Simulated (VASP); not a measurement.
# ZnS (P2_1) in VASP: single point with PBEsol

Aim: the single point of ZnS with PBEsol.

Program: VASP 6.6.1. These are calculated values, not measurements. Logs are shortened: lines on timing, memory, paths and dates and some standing lists are left out, and cuts for length are marked.

## 1. The cell of the first run

Symmetry: P2_1, No. 4, monoclinic system. The conventional cell has a = 3.797 Å, b = 6.097 Å, c = 3.899 Å, α = 90.00°, β = 117.52°, γ = 90.00°. Within 2.8 Å of Zn (site symmetry 1) lie 4 S at 2.13 to 2.63 Å. Within 2.8 Å of S (site symmetry 1) lie 4 Zn at 2.13 to 2.63 Å.

## 2. Single point, PBEsol (strained and its atoms moved)

File INCAR:

```
SYSTEM = ZnS
PREC = Accurate ; ENCUT = 520
EDIFF = 1E-7 ; ISMEAR = 0
SIGMA = 0.02 ; LREAL = .False.
LASPH = .True. ; NELM = 80
ALGO = Normal ; ISIF = 2
LWAVE = .False. ; LCHARG = .False.
GGA = PS ; NBANDS = 26
```

File KPOINTS:

```
regular mesh
0
Gamma
  9 9 6
  0 0 0
```

File POSCAR:

```
ZnS
1.0
    3.9916782338      0.0581558414      0.0000000000
   -1.9454746809      3.2606174672      0.0000000000
    0.0000000000      0.0000000000      6.0973507200
Zn S
2 2
Direct
    0.3452874492      0.6700637783      0.0179163508
    0.6547125508      0.3299362217      0.5179163508
    0.3684107848      0.7027493845      0.3670836492
    0.6315892152      0.2972506155      0.8670836492
```

Potentials or basis: VASP PAW PBE potentials, release 64 (Zn, S).

Run with:

```bash
$ cat potpaw_PBE.64/Zn/POTCAR potpaw_PBE.64/S/POTCAR > POTCAR
$ mpirun -np 1 vasp_std > vasp.out
```

OUTCAR:

```text
SYSTEM = ZnS
   PREC = Accurate
   ENCUT = 520
   EDIFF = 1E-7
   ISMEAR = 0
   LREAL = .False.
   LASPH = .True.
   NELM = 80
   ISIF = 2
   GGA = PS

 ion  position               nearest neighbor table
   1  0.345  0.670  0.018-   3 2.13   4 2.26   4 2.40   4 2.63
   2  0.655  0.330  0.518-   4 2.13   3 2.26   3 2.40   3 2.63
   3  0.368  0.703  0.367-   1 2.13   2 2.26   2 2.40   2 2.63
   4  0.632  0.297  0.867-   2 2.13   1 2.26   1 2.40   1 2.63

  Warning from LATTYP: Monoclinic adjustment (A1->A3, A2->A1, A3->A2)!
  Warning from LATTYP: Got some problem with cell dimensions!
  Tried to take original basis but could not verify dimensions!
  LATTYP: Found a simple monoclinic cell.
 ALAT       =     3.7969063725
 B/A-ratio  =     1.6058733405
 C/A-ratio  =     1.0268550032
 COS(beta)  =    -0.4620760138

  Lattice vectors:

 A1 = (  -1.9454746809,   3.2606174672,   0.0000000000)
 A2 = (   0.0000000000,   0.0000000000,  -6.0973507200)
 A3 = (  -2.0462035529,  -3.3187733086,   0.0000000000)

Analysis of symmetry for initial positions (statically):
=====================================================================
 Subroutine PRICEL returns:
 Original cell was already a primitive cell.

 Routine SETGRP: Setting up the symmetry group for a
 simple monoclinic supercell.

 Subroutine GETGRP returns: Found  2 space group operations
 (whereof  1 operations were pure point group operations)
 out of a pool of  4 trial point group operations.

The static configuration has the point symmetry C_1 .
 The point group associated with its full space group is C_2 .

Analysis of symmetry for dynamics (positions and initial velocities):
=====================================================================
 Subroutine PRICEL returns:
 Original cell was already a primitive cell.

 Routine SETGRP: Setting up the symmetry group for a
 simple monoclinic supercell.

 Subroutine GETGRP returns: Found  2 space group operations
 (whereof  1 operations were pure point group operations)
 out of a pool of  4 trial point group operations.

The dynamic configuration has the point symmetry C_1 .
 The point group associated with its full space group is C_2 .

 Subroutine INISYM returns: Found  2 space group operations
 (whereof  1 operations are pure point group operations),
 and found     1 'primitive' translations

----------------------------------------------------------------------------------------

                                     Primitive cell

  volume of cell :      80.0489

  direct lattice vectors                    reciprocal lattice vectors
     3.991678234  0.058155841  0.000000000     0.248362212  0.148187391  0.000000000
    -1.945474681  3.260617467  0.000000000    -0.004429748  0.304047331  0.000000000
     0.000000000  0.000000000  6.097350720     0.000000000  0.000000000  0.164005655

  length of vectors
     3.992101855  3.796906372  6.097350720     0.289211500  0.304079598  0.164005655

  position of ions in fractional coordinates (direct lattice)
     0.345287449  0.670063778  0.017916351
     0.654712551  0.329936222  0.517916351
     0.368410785  0.702749385  0.367083649
     0.631589215  0.297250615  0.867083649

  ion indices of the primitive-cell ions
   primitive index   ion index
                 1           1
                 2           2
                 3           3
                 4           4

----------------------------------------------------------------------------------------

 KPOINTS: regular mesh

Automatic generation of k-mesh.
 Grid dimensions read from file:
 generate k-points for:    9    9    6

 Generating k-lattice:

  Cartesian coordinates                     Fractional coordinates (reciprocal lattice)
     0.027595801  0.016465266  0.000000000     0.111111111  0.000000000  0.000000000
    -0.000492194  0.033783037  0.000000000    -0.000000000  0.111111111  0.000000000
     0.000000000  0.000000000  0.027334276     0.000000000  0.000000000  0.166666667

  Length of vectors
     0.032134611  0.033786622  0.027334276

  Shift w.r.t. Gamma in fractional coordinates (k-lattice)
     0.000000000  0.000000000  0.000000000

 Subroutine IBZKPT returns following result:
 ===========================================

 Found    164 irreducible k-points:

 Following reciprocal coordinates:
            Coordinates               Weight
  0.000000  0.000000  0.000000      1.000000
  0.111111 -0.000000  0.000000      2.000000
  0.222222 -0.000000  0.000000      2.000000
  0.333333 -0.000000  0.000000      2.000000
  0.444444 -0.000000  0.000000      2.000000
  0.000000  0.111111  0.000000      2.000000
[... 16 lines left out ...]
 -0.111111  0.222222  0.000000      2.000000
  0.000000  0.333333  0.000000      2.000000
 [... further k-points ...]
   k-points           NKPTS =    164   k-points in BZ     NKDIM =    164   number of bands    NBANDS=     26
   number of dos      NEDOS =    301   number of ions     NIONS =      4
   total plane-waves  NPLWV =  40320
   dimension x,y,z NGX =    30 NGY =   28 NGZ =   48
   dimension x,y,z NGXF=    60 NGYF=   56 NGZF=   96
   ions per type =               2   2
   NGX,Y,Z   is equivalent  to a cutoff of  12.49, 12.26, 13.09 a.u.
   NGXF,Y,Z  is equivalent  to a cutoff of  24.99, 24.52, 26.17 a.u.
 SYSTEM =  ZnS
   PREC   = accura    normal or accurate (medium, high low for compatibility)
   ISTART =      0    job   : 0-new  1-cont  2-samecut
   ICHARG =      2    charge: 1-file 2-atom 10-const
   ISPIN  =      1    spin polarized calculation?
   LNONCOLLINEAR =      F non collinear calculations
   LSORBIT =      F    spin-orbit coupling
   LASPH  =      T    aspherical Exc in radial PAW
   ENCUT  =  520.0 eV  38.22 Ry    6.18 a.u.   7.42  7.06 11.34*2*pi/ulx,y,z
   NELM   =     80;   NELMIN=  2; NELMDL= -5     # of ELM steps
   EDIFF  = 0.1E-06   stopping-criterion for ELM
   LREAL  =      F    real-space projection
   EDIFFG = 0.1E-05   stopping-criterion for IOM
   NSW    =      0    number of steps for IOM
   IBRION =     -1    ionic relax: 0-MD 1-quasi-New 2-CG
   NFREE  =      0    steps in history (QN), initial steepest desc. (CG)
   ISIF   =      2    stress and relaxation
   ISYM   =      2    0-nonsym 1-usesym 2-fastsym
   POTIM  = 0.5000    time-step for ionic-motion
   TEBEG  =    0.0;   TEEND  =   0.0 temperature during run
   PSTRESS=    0.0 pullay stress
   NELECT =      36.0000    total number of electrons
   NUPDOWN=      -1.0000    fix difference up-down
   EMIN   =  10.00;   EMAX   =-10.00  energy-range for DOS
   EFERMI =   0.00;   METHOD = LEGACY
   ISMEAR =     0;   SIGMA  =   0.02  broadening in eV -4-tet -1-fermi 0-gaus
   EFERMI_NEDOS =   21; number of points for ismear=-14 and -15
   IALGO  =     38    algorithm
   IMIX   =      4    mixing-type and parameters
     AMIX     =   0.40;   BMIX     =  1.00
     AMIX_MAG =   1.60;   BMIX_MAG =  1.00
  volume/ion in A,a.u.               =      20.01       135.05
  Fermi-wavevector in a.u.,A,eV,Ry     =   1.254268  2.370224 21.404540  1.573189
  Thomas-Fermi vector in A             =   2.388081
   LORBIT       =      0    0 simple, 1 ext, 2 COOP (PROOUT), +10 PAW based schemes
   GGA     = PS    functional components
   LHFCALC =     F    Hartree Fock is set to
   AEXX    =    0.0000 exact exchange contribution
   IVDW    =     0    specifies the selected vdW correction
   LEPSILON=     F    determine dielectric tensor
   LRPA    =     F    only Hartree local field effects (RPA)
 non-spin polarized calculation
 Gauss-broadening in eV      SIGMA  =   0.02
  energy-cutoff  :      520.00
  volume of cell :       80.05
 maximum number of plane-waves:      2176
 NGX is ok and might be reduce to    30
   NGX = 15   NGY = 15   NGZ = 23

 number of electron      35.9999994 magnetization

 Free energy of the ion-electron system (eV)
  ---------------------------------------------------
  ext. energy  EPLUGINS =         0.00000000
  ---------------------------------------------------
  free energy    TOTEN  =       -14.59653994 eV

  energy without entropy =      -14.59653994  energy(sigma->0) =      -14.59653994

 E-fermi :   2.0767     XC(G=0):  -9.7546

 val. band max:        1.9697518565   @ k =   0.0000   0.0000   0.0000
 cond. band min:       3.9084297445   @ k =   0.0000   0.0000   0.0000
 fundamental gap:      1.9386778880
 Fermi energy:         2.0767199702

 k-point     1 :       0.0000    0.0000    0.0000
  band No.  band energies     occupation
      1     -11.3172      2.00000
      2     -10.2382      2.00000
      3      -4.7770      2.00000
      4      -4.6026      2.00000
      5      -4.4640      2.00000
      6      -4.3675      2.00000
[... 18 lines left out ...]
     25      10.6938      0.00000
     26      10.8677      0.00000

 k-point     2 :       0.1111   -0.0000    0.0000
  band No.  band energies     occupation
      1     -11.2532      2.00000
      2     -10.2095      2.00000
      3      -4.7672      2.00000
      4      -4.6024      2.00000
      5      -4.4740      2.00000
      6      -4.3556      2.00000
[... 18 lines left out ...]
     25      10.1959      0.00000
     26      10.8847      0.00000

 k-point     3 :       0.2222   -0.0000    0.0000
  band No.  band energies     occupation
      1     -11.0797      2.00000
      2     -10.1396      2.00000
      3      -4.7433      2.00000
      4      -4.6040      2.00000
      5      -4.4951      2.00000
      6      -4.3263      2.00000
[... 572 lines left out ...]
 k-point    23 :      -0.1111    0.2222    0.0000
  band No.  band energies     occupation
      1     -11.0740      2.00000
      2     -10.1514      2.00000
      3      -4.7136      2.00000
      4      -4.6151      2.00000
      5      -4.4254      2.00000
      6      -4.3846      2.00000
[... 18 lines left out ...]
     25      10.0054      0.00000
     26      10.4031      0.00000

 k-point    24 :       0.0000    0.3333    0.0000
  band No.  band energies     occupation
      1     -10.6824      2.00000
      2     -10.0801      2.00000
      3      -4.6510      2.00000
      4      -4.5819      2.00000
      5      -4.4358      2.00000
      6      -4.4236      2.00000
[... 18 lines left out ...]
     25      10.3467      0.00000
     26      11.8527      0.00000

 [... further k-points ...]

------------------------ aborting loop because EDIFF is reached ----------------------------------------

  FORCE on cell =-STRESS in cart. coord.  units (eV):
  Direction    XX          YY          ZZ          XY          YZ          ZX
  --------------------------------------------------------------------------------------
  -------------------------------------------------------------------------------------
  Total       -3.8544258      0.1080720      5.8311575     -0.8200083      0.0000000      0.0000000
  in kB      -77.1462411      2.1630583    116.7104772    -16.4124466      0.0000000      0.0000000
  external PRESSURE =      13.9090982 kB  Pullay stress =       0.0000000 kB

 VOLUME and BASIS-vectors are now :
 -----------------------------------------------------------------------------
  energy-cutoff  :      520.00
  volume of cell :       80.05
      direct lattice vectors                 reciprocal lattice vectors
     3.991678234  0.058155841  0.000000000     0.248362212  0.148187391  0.000000000
    -1.945474681  3.260617467  0.000000000    -0.004429748  0.304047331  0.000000000
     0.000000000  0.000000000  6.097350720     0.000000000  0.000000000  0.164005655

 POSITION                                       TOTAL-FORCE (eV/Angst)
 -----------------------------------------------------------------------------------
      0.07468      2.20490      0.10924        -0.103611     -0.647035     -1.588065
      1.97152      1.11387      3.15792         0.103611      0.647035     -1.588065
      0.10340      2.31282      2.23824        -0.235204     -0.846549      1.588065
      1.94281      1.00595      5.28691         0.235204      0.846549      1.588065
 -----------------------------------------------------------------------------------
    total drift:                                0.000000     -0.000000     -0.000547

  FREE ENERGIE OF THE ION-ELECTRON SYSTEM (eV)
  ---------------------------------------------------
  free  energy   TOTEN  =       -14.5965399358 eV

  energy  without entropy=      -14.5965399358  energy(sigma->0) =      -14.59653994
```

Run time: 9 min. Hardware: 1 thread of Intel Xeon 8259CL, shared host; peak memory 0.4 GiB.

What came out:

| Quantity | Value |
| --- | --- |
| Free energy | -14.5965 eV |
| Pressure | 1.4 GPa |
| Largest force | 1.815 eV/Å |
| Band gap on the k mesh | 1.94 eV |

Forces on the atoms (eV/Å):
```
Zn  -0.104 -0.647 -1.588
Zn   0.104  0.647 -1.588
S   -0.235 -0.847  1.588
S    0.235  0.847  1.588
```

Stress tensor (GPa, compression positive):
```
-7.71 -1.64  0.00
-1.64  0.22  0.00
 0.00  0.00 11.67
```

Caveat: the cell differs from its parent crystal (strained and its atoms moved); the stress differs along the axes, from -8 to 12 GPa; the PAW data sets were made with another functional, which shifts forces and pressure a little. A k mesh can miss the band edges.
